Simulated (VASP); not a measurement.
Write the native input for VASP 6.6.1 that does the following.

```
Task                   : single point
Functional             : PBE
Potentials or basis    : VASP PAW PBE potentials, release 64 (Bi_d, Te)
Cutoff                 : 520 eV
k mesh                 : 12 × 12 × 8
Occupations            : gaussian, width 0.1 eV
Spin                   : no spin polarisation
Dipole correction      : no
Further INCAR settings : ALGO = Normal; EDIFF = 1e-07; NBANDS = 29
```

The structure of BiTe lies in POSCAR:

```
BiTe
1.0
    3.2511941624      3.2511941624      0.0000000000
   -3.2511941624      3.2511941624      0.0000000000
    0.0000000000      0.0000000000      6.5999241496
Bi Te
2 2
Direct
    0.0000000000      0.0000000000      0.0000000000
    0.5000000000      0.5000000000      0.5000000000
    0.5000000000      0.5000000000      0.0000000000
    0.0000000000      0.0000000000      0.5000000000
```

This cell differs from its parent crystal: strain along c alone, the other axes held: +1.5 %.

The input as run:

INCAR

```
ALGO = Normal
EDIFF = 1E-7
ENCUT = 520
GGA = PE
ISIF = 2
ISMEAR = 0
LASPH = T
LCHARG = T
LELF = T
LREAL = F
LVHAR = T
LWAVE = F
NBANDS = 29
NELM = 60
PREC = Accurate
SIGMA = 0.1
```

KPOINTS

```
k-points
0
Gamma
  12 12 8
```

Potentials or basis: VASP PAW PBE potentials, release 64 (Bi_d, Te).

The run is started by

```sh
$ cat potpaw_PBE.64/Bi_d/POTCAR potpaw_PBE.64/Te/POTCAR > POTCAR
$ mpirun -np 1 vasp_std > vasp.out
```

It gave:

* Pressure: -0.7 GPa
* Band gap on the k mesh: zero (band 21 reaches 8.88 eV, above the bottom of band 22 at 5.48 eV)

Caveat: the cell differs from its parent crystal (strain along c alone, the other axes held: +1.5 %); spin-orbit coupling is left out, which moves the levels of the heavy elements.

Wall time 17 min on 1 thread of Oxide Virtual Turin-like Processor (shared host), peak memory 0.56 GiB.
